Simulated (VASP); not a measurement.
A run of VASP 6.6.1:

File INCAR:

```
PREC = Accurate ; ENCUT = 600
EDIFF = 1E-6 ; ISMEAR = 0
SIGMA = 0.1 ; LREAL = False
LASPH = True ; NELM = 80
ALGO = Normal ; ISIF = 3
LWAVE = False ; LCHARG = False
GGA = PE ; IBRION = 2
NSW = 100 ; EDIFFG = -0.01
```

KPOINTS

```
Automatic mesh
0
Gamma
  6 6 6
```

The input POSCAR:

```
Li3SiS2
1.0
    3.3880259238      1.9560776791      3.5380036833
   -3.3880259238      1.9560776791      3.5380036833
    0.0000000000     -3.9121553582      3.5380036833
Li Si S
3 1 2
Direct
    0.0000000000      0.5000000000      0.0000000000
    0.5000000000      0.0000000000      0.0000000000
    0.0000000000      0.0000000000      0.5000000000
    0.5000000000      0.5000000000      0.5000000000
    0.7254456124      0.7254456124      0.7254456124
    0.2745543876      0.2745543876      0.2745543876
```

Potentials or basis: VASP PAW PBE potentials, release 64 (Li_sv, Si, S).

Launch:

```bash
$ cat potpaw_PBE.64/Li_sv/POTCAR potpaw_PBE.64/Si/POTCAR potpaw_PBE.64/S/POTCAR > POTCAR
$ mpirun -np 1 vasp_std > vasp.out
```

Hardware: 1 thread of Intel(R) Xeon(R) Platinum 8375C CPU @ 2.90GHz (Ice Lake), on a shared host.

Q: Estimate the wall time of this run.

A: Wall time 10 min on 1 thread of Intel(R) Xeon(R) Platinum 8375C CPU @ 2.90GHz (Ice Lake) (shared host), peak memory 0.31 GiB. Counts: scf iterations 63, k points 32, ion steps 10.
